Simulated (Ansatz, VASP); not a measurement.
TaH in VASP and in Ansatz

The input INCAR:

```
  ALGO = Normal
  EDIFF = 1E-6
  ENCUT = 520
  GGA = PE
  ISIF = 2
  ISMEAR = 0
  LASPH = True
  LCHARG = True
  LELF = True
  LREAL = False
  LVHAR = True
  LWAVE = False
  NBANDS = 34
  NELM = 100
  PREC = Accurate
  SIGMA = 0.2
```

Contents of KPOINTS:

```
k-points
0
Gamma
  8 8 2
```

Contents of POSCAR:

```
TaH
1.0
    1.7541223402     -2.4175339611      0.0000000000
    1.7541223402      2.4175339611      0.0000000000
    0.0000000000      0.0000000000      9.7601842241
Ta H
4 4
Direct
    1.0000000000      0.5000000000      0.2500000000
    1.0000000000      0.5000000000      0.7500000000
    0.5000000000      1.0000000000      0.0000000000
    0.5000000000      1.0000000000      0.5000000000
    0.0000000000      1.0000000000      0.3750000000
    0.0000000000      1.0000000000      0.8750000000
    0.0000000000      0.0000000000      0.1250000000
    0.0000000000      0.0000000000      0.6250000000
```

Input for Ansatz:

```yaml
crystal:
  lattice:
    - [1.7541223402, -2.4175339611, 0.0]
    - [1.7541223402, 2.4175339611, 0.0]
    - [0.0, 0.0, 9.7601842241]
  atoms:
    - { symbol: Ta, position: [1.0, 0.5, 0.25] }
    - { symbol: Ta, position: [1.0, 0.5, 0.75] }
    - { symbol: Ta, position: [0.5, 1.0, 0.0] }
    - { symbol: Ta, position: [0.5, 1.0, 0.5] }
    - { symbol: H, position: [0.0, 1.0, 0.375] }
    - { symbol: H, position: [0.0, 1.0, 0.875] }
    - { symbol: H, position: [0.0, 0.0, 0.125] }
    - { symbol: H, position: [0.0, 0.0, 0.625] }
basis:
  ecutwfc: 420
kpoints:
  mp_grid: { grid: [8, 8, 2] }
hamiltonian:
  xc: pbe
scf:
  occupations: { method: gaussian, width: 0.2 }
  lower_state_search: "off"
output:
  forces: true
  stress: true
  eigenvalues: true
```

Alike in both runs: task single point; functional PBE; k mesh 8 × 8 × 2; occupations gaussian, width 0.2 eV; no spin polarisation.

```csv
,VASP,Ansatz
version,VASP 6.6.1,Ansatz 0.2.0
potentials or method,"VASP PAW PBE potentials, release 64 (Ta_pv, H), cutoff 520 eV","scalar-relativistic, plane waves, PAW"
valence electrons in the cell,48,56
```

```tsv
	VASP	Ansatz	Ansatz less VASP
gap on the k mesh at the Fermi level (eV)	none	none	-
pressure (GPa)	0.2	0.1	-0.14
traceless stress, the component that is largest in VASP (GPa)	-0.68	-0.70	-0.029
```

A gap of «none» marks a metal or a gap that the smearing closes. With one functional, cell and mesh, what is left measures potentials, basis and numerics. VASP's potentials hold 48 valence electrons a cell and Ansatz's 56, so a difference there can come from the potentials and not from the codes.

Spin-orbit coupling is off throughout.
